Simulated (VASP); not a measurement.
A run of VASP 6.6.1:

Contents of INCAR:

```
SYSTEM = GaF
ALGO     = Normal         ! electronic algorithm
EDIFF    = 1E-8           ! SCF threshold, eV
ENCUT    = 520            ! plane-wave cutoff, eV
GGA      = PE             ! functional
IBRION   = 8              ! ionic algorithm
ISIF     = 2              ! what is computed and relaxed
ISMEAR   = -1             ! smearing method
LASPH    = .TRUE.         ! aspherical terms in the spheres
LCHARG   = .FALSE.        ! write CHGCAR
LREAL    = .FALSE.        ! projectors in reciprocal space
LWAVE    = .FALSE.        ! write WAVECAR
NELM     = 60             ! most SCF steps
NSW      = 1              ! ionic steps
PREC     = Accurate       ! precision mode
SIGMA    = 0.05           ! smearing width, eV
```

Contents of KPOINTS:

```
k-points
0
G
  8 8 8
  0 0 0
```

The input POSCAR:

```
GaF
1.0
    0.0000000000      2.8462400000      2.8462400000
    2.8462400000      0.0000000000      2.8462400000
    2.8462400000      2.8462400000      0.0000000000
Ga F
1 1
Direct
    0.2500000000      0.2500000000      0.2500000000
    0.0000000000      0.0000000000      0.0000000000
```

Potentials or basis: VASP PAW PBE potentials, release 64 (Ga_d, F).

Launch:

```bash
$ cat potpaw_PBE.64/Ga_d/POTCAR potpaw_PBE.64/F/POTCAR > POTCAR
$ mpirun -np 1 vasp_std > vasp.out
```

Hardware: 1 thread of Intel(R) Xeon(R) Platinum 8488C (Sapphire Rapids), with other jobs on the host.

Task: How long does it take, and how much memory?

Result: It took 2.6 min on 1 thread of Intel(R) Xeon(R) Platinum 8488C (Sapphire Rapids) (shared host), peak memory 0.29 GiB. Counts: scf iterations 43, k points 29.
